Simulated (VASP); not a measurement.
# InP (Fm-3m) in VASP: a series of runs, part 2 of 2

VASP 6.6.1. Earlier steps stand in the parts before.

## Step 4: Single point, PBEsol

This run uses another cell than the first one, of 20.31 Å³/atom, 0.957 times its volume.

Contents of INCAR:

```
PREC = Accurate
ENCUT = 520
EDIFF = 1E-6
ISMEAR = -1
SIGMA = 0.05
LREAL = F
LASPH = T
NELM = 60
ALGO = Normal
ISIF = 2
LWAVE = F
LCHARG = F
GGA = PS
NBANDS = 16
```

Contents of KPOINTS:

```
Automatic mesh
0
Gamma
  8 8 8
```

Contents of POSCAR:

```
InP
1.0
    0.0000000000      2.7284200238      2.7284200238
    2.7284200238      0.0000000000      2.7284200238
    2.7284200238      2.7284200238      0.0000000000
In P
1 1
Direct
    0.0000000000      0.0000000000      0.0000000000
    0.5000000000      0.5000000000      0.5000000000
```

Potentials or basis: VASP PAW PBE potentials, release 64 (In_d, P).

Run with:

```
cat potpaw_PBE.64/In_d/POTCAR potpaw_PBE.64/P/POTCAR > POTCAR
mpirun -np 1 vasp_std > vasp.out
```

OUTCAR:

```text
PREC = Accurate
   ENCUT = 520
   EDIFF = 1E-6
   ISMEAR = -1
   LREAL = F
   LASPH = T
   NELM = 60
   ISIF = 2
   GGA = PS

 ion  position               nearest neighbor table
   1  0.000  0.000  0.000-   2 2.73   2 2.73   2 2.73   2 2.73   2 2.73   2 2.73
   2  0.500  0.500  0.500-   1 2.73   1 2.73   1 2.73   1 2.73   1 2.73   1 2.73

  LATTYP: Found a face centered cubic cell.
 ALAT       =     5.4568400476

  Lattice vectors:

 A1 = (   0.0000000000,   2.7284200238,   2.7284200238)
 A2 = (   2.7284200238,   0.0000000000,   2.7284200238)
 A3 = (   2.7284200238,   2.7284200238,   0.0000000000)

Analysis of symmetry for initial positions (statically):
=====================================================================
 Subroutine PRICEL returns:
 Original cell was already a primitive cell.

 Routine SETGRP: Setting up the symmetry group for a
 face centered cubic supercell.

 Subroutine GETGRP returns: Found 48 space group operations
 (whereof 48 operations were pure point group operations)
 out of a pool of 48 trial point group operations.

The static configuration has the point symmetry O_h .

Analysis of symmetry for dynamics (positions and initial velocities):
=====================================================================
 Subroutine PRICEL returns:
 Original cell was already a primitive cell.

 Routine SETGRP: Setting up the symmetry group for a
 face centered cubic supercell.

 Subroutine GETGRP returns: Found 48 space group operations
 (whereof 48 operations were pure point group operations)
 out of a pool of 48 trial point group operations.

The dynamic configuration has the point symmetry O_h .

 Subroutine INISYM returns: Found 48 space group operations
 (whereof 48 operations are pure point group operations),
 and found     1 'primitive' translations

----------------------------------------------------------------------------------------

                                     Primitive cell

  volume of cell :      40.6222

  direct lattice vectors                    reciprocal lattice vectors
     0.000000000  2.728420024  2.728420024    -0.183256242  0.183256242  0.183256242
     2.728420024  0.000000000  2.728420024     0.183256242 -0.183256242  0.183256242
     2.728420024  2.728420024  0.000000000     0.183256242  0.183256242 -0.183256242

  length of vectors
     3.858568602  3.858568602  3.858568602     0.317409122  0.317409122  0.317409122

  position of ions in fractional coordinates (direct lattice)
     0.000000000  0.000000000  0.000000000
     0.500000000  0.500000000  0.500000000

  ion indices of the primitive-cell ions
   primitive index   ion index
                 1           1
                 2           2

----------------------------------------------------------------------------------------

 KPOINTS: Automatic mesh

Automatic generation of k-mesh.
 Grid dimensions read from file:
 generate k-points for:    8    8    8

 Generating k-lattice:

  Cartesian coordinates                     Fractional coordinates (reciprocal lattice)
    -0.022907030  0.022907030  0.022907030     0.125000000  0.000000000  0.000000000
     0.022907030 -0.022907030  0.022907030     0.000000000  0.125000000  0.000000000
     0.022907030  0.022907030 -0.022907030     0.000000000  0.000000000  0.125000000

  Length of vectors
     0.039676140  0.039676140  0.039676140

  Shift w.r.t. Gamma in fractional coordinates (k-lattice)
     0.000000000  0.000000000  0.000000000

 Subroutine IBZKPT returns following result:
 ===========================================

 Found     29 irreducible k-points:

 Following reciprocal coordinates:
            Coordinates               Weight
  0.000000  0.000000  0.000000      1.000000
  0.125000  0.000000  0.000000      8.000000
  0.250000  0.000000  0.000000      8.000000
  0.375000  0.000000  0.000000      8.000000
  0.500000  0.000000  0.000000      4.000000
  0.125000  0.125000  0.000000      6.000000
[... 16 lines left out ...]
  0.500000  0.250000  0.125000     48.000000
 -0.375000  0.250000  0.125000     24.000000
 [... further k-points ...]
   k-points           NKPTS =     29   k-points in BZ     NKDIM =     29   number of bands    NBANDS=     16
   number of dos      NEDOS =    301   number of ions     NIONS =      2
   total plane-waves  NPLWV =  27000
   dimension x,y,z NGX =    30 NGY =   30 NGZ =   30
   dimension x,y,z NGXF=    60 NGYF=   60 NGZF=   60
   ions per type =               1   1
   NGX,Y,Z   is equivalent  to a cutoff of  12.93, 12.93, 12.93 a.u.
   NGXF,Y,Z  is equivalent  to a cutoff of  25.85, 25.85, 25.85 a.u.
 SYSTEM =  unknown system
   PREC   = accura    normal or accurate (medium, high low for compatibility)
   ISTART =      0    job   : 0-new  1-cont  2-samecut
   ICHARG =      2    charge: 1-file 2-atom 10-const
   ISPIN  =      1    spin polarized calculation?
   LNONCOLLINEAR =      F non collinear calculations
   LSORBIT =      F    spin-orbit coupling
   LASPH  =      T    aspherical Exc in radial PAW
   ENCUT  =  520.0 eV  38.22 Ry    6.18 a.u.   7.17  7.17  7.17*2*pi/ulx,y,z
   NELM   =     60;   NELMIN=  2; NELMDL= -5     # of ELM steps
   EDIFF  = 0.1E-05   stopping-criterion for ELM
   LREAL  =      F    real-space projection
   EDIFFG = 0.1E-04   stopping-criterion for IOM
   NSW    =      0    number of steps for IOM
   IBRION =     -1    ionic relax: 0-MD 1-quasi-New 2-CG
   NFREE  =      0    steps in history (QN), initial steepest desc. (CG)
   ISIF   =      2    stress and relaxation
   ISYM   =      2    0-nonsym 1-usesym 2-fastsym
   POTIM  = 0.5000    time-step for ionic-motion
   TEBEG  =    0.0;   TEEND  =   0.0 temperature during run
   PSTRESS=    0.0 pullay stress
   NELECT =      18.0000    total number of electrons
   NUPDOWN=      -1.0000    fix difference up-down
   EMIN   =  10.00;   EMAX   =-10.00  energy-range for DOS
   EFERMI =   0.00;   METHOD = LEGACY
   ISMEAR =    -1;   SIGMA  =   0.05  broadening in eV -4-tet -1-fermi 0-gaus
   EFERMI_NEDOS =   21; number of points for ismear=-14 and -15
   IALGO  =     38    algorithm
   IMIX   =      4    mixing-type and parameters
     AMIX     =   0.40;   BMIX     =  1.00
     AMIX_MAG =   1.60;   BMIX_MAG =  1.00
  volume/ion in A,a.u.               =      20.31       137.07
  Fermi-wavevector in a.u.,A,eV,Ry     =   1.248086  2.358540 21.194042  1.557718
  Thomas-Fermi vector in A             =   2.382188
   LORBIT       =      0    0 simple, 1 ext, 2 COOP (PROOUT), +10 PAW based schemes
   GGA     = PS    functional components
   LHFCALC =     F    Hartree Fock is set to
   AEXX    =    0.0000 exact exchange contribution
   IVDW    =     0    specifies the selected vdW correction
   LEPSILON=     F    determine dielectric tensor
   LRPA    =     F    only Hartree local field effects (RPA)
 non-spin polarized calculation
  energy-cutoff  :      520.00
  volume of cell :       40.62
 maximum number of plane-waves:      1108
 NGX is ok and might be reduce to    30
   NGX = 15   NGY = 15   NGZ = 15

 number of electron      17.9999997 magnetization

 Free energy of the ion-electron system (eV)
  ---------------------------------------------------
  ext. energy  EPLUGINS =         0.00000000
  ---------------------------------------------------
  free energy    TOTEN  =        -8.79093552 eV

  energy without entropy =       -8.77889186  energy(sigma->0) =       -8.78491369

 E-fermi :   7.5896     XC(G=0): -10.7552

 val. band max:        7.5815142335   @ k =  -0.3750   0.5000   0.1250
 cond. band min:       7.6247238522   @ k =  -0.3750   0.3750   0.0000
 fundamental gap:      0.0432096187
 Fermi energy:         7.5895815868

 k-point     1 :       0.0000    0.0000    0.0000
  band No.  band energies     occupation
      1      -6.7363      2.00000
      2      -6.7363      2.00000
      3      -6.7124      2.00000
      4      -6.7124      2.00000
      5      -6.7124      2.00000
      6      -4.8789      2.00000
[... 8 lines left out ...]
     15      16.1452      0.00000
     16      16.1452      0.00000

 k-point     2 :       0.1250    0.0000    0.0000
  band No.  band energies     occupation
      1      -6.7454      2.00000
      2      -6.7454      2.00000
      3      -6.7135      2.00000
      4      -6.7001      2.00000
      5      -6.7001      2.00000
      6      -4.6731      2.00000
[... 8 lines left out ...]
     15      15.3321      0.00000
     16      15.9382      0.00000
[... 387 lines left out ...]
      5      -6.6190      2.00000
      6      -2.6098      2.00000
[... 8 lines left out ...]
     15      18.9191      0.00000
     16      20.0109      0.00000

 k-point    24 :      -0.3750    0.2500    0.1250
  band No.  band energies     occupation
      1      -6.9095      2.00000
      2      -6.7746      2.00000
      3      -6.6993      2.00000
      4      -6.6570      2.00000
      5      -6.6068      2.00000
      6      -2.0496      2.00000
[... 8 lines left out ...]
     15      17.6578      0.00000
     16      20.4659      0.00000

 [... further k-points ...]
[... 5 lines left out ...]
  --------------------------------------------------------------------------------------
  -------------------------------------------------------------------------------------
  Total        0.0063636      0.0063636      0.0063636      0.0000000      0.0000000     -0.0000000
  in kB        0.2509852      0.2509852      0.2509852      0.0000000      0.0000000     -0.0000000
  external PRESSURE =       0.2509852 kB  Pullay stress =       0.0000000 kB

 VOLUME and BASIS-vectors are now :
 -----------------------------------------------------------------------------
  energy-cutoff  :      520.00
  volume of cell :       40.62
      direct lattice vectors                 reciprocal lattice vectors
     0.000000000  2.728420024  2.728420024    -0.183256242  0.183256242  0.183256242
     2.728420024  0.000000000  2.728420024     0.183256242 -0.183256242  0.183256242
     2.728420024  2.728420024  0.000000000     0.183256242  0.183256242 -0.183256242

 POSITION                                       TOTAL-FORCE (eV/Angst)
 -----------------------------------------------------------------------------------
      0.00000      0.00000      0.00000        -0.000000     -0.000000     -0.000000
      2.72842      2.72842      2.72842         0.000000      0.000000      0.000000
 -----------------------------------------------------------------------------------
    total drift:                               -0.000000      0.000000      0.000000

  FREE ENERGIE OF THE ION-ELECTRON SYSTEM (eV)
  ---------------------------------------------------
  free  energy   TOTEN  =        -8.7909355162 eV

  energy  without entropy=       -8.7788918597  energy(sigma->0) =       -8.78491369
```

It took 54 s on 1 thread of AMD EPYC 7R13, shared host; peak memory 0.14 GiB.

What came out:

* Free energy: -8.7909 eV
* Pressure: 0.0 GPa
* Band gap on the k mesh: zero (band 9 reaches 7.82 eV, above the bottom of band 10 at 4.99 eV)

Caveat: the PAW data sets were made with another functional, which shifts forces and pressure a little; spin-orbit coupling is left out, which moves the levels of the heavy elements.

## Step 5: The runs side by side

```csv
task,level,potentials or basis,cell,cutoff (eV),gap on the mesh (eV),pressure (GPa)
relaxation of cell and atoms,PBEsol+D4,"VASP PAW PBE potentials, release 64 (In_d, P)","relaxed from a = 3.916 Å, angles 60.0°, 2 atoms",600,none,0.0
single point,LDA,"VASP PAW LDA potentials, release 64 (In_d, P)","a = 3.829 Å, angles 60.0°, 2 atoms",520,none,0.1
single point,PBEsol,"VASP PAW PBE potentials, release 64 (In_d, P)","a = 3.859 Å, angles 60.0°, 2 atoms",520,none,0.0
```

Alike in all rows: no spin polarisation; k mesh 8 × 8 × 8; smearing fermi-dirac 0.05 eV.

Caveats: spin-orbit coupling is left out, which moves the levels of the heavy elements; the PAW data sets were made with another functional, which shifts forces and pressure a little (some runs); pairwise dispersion overbinds metals, which lowers pressure and volume (some runs).

Total energies depend on the potentials used, so only differences within one code and one set of settings carry meaning.
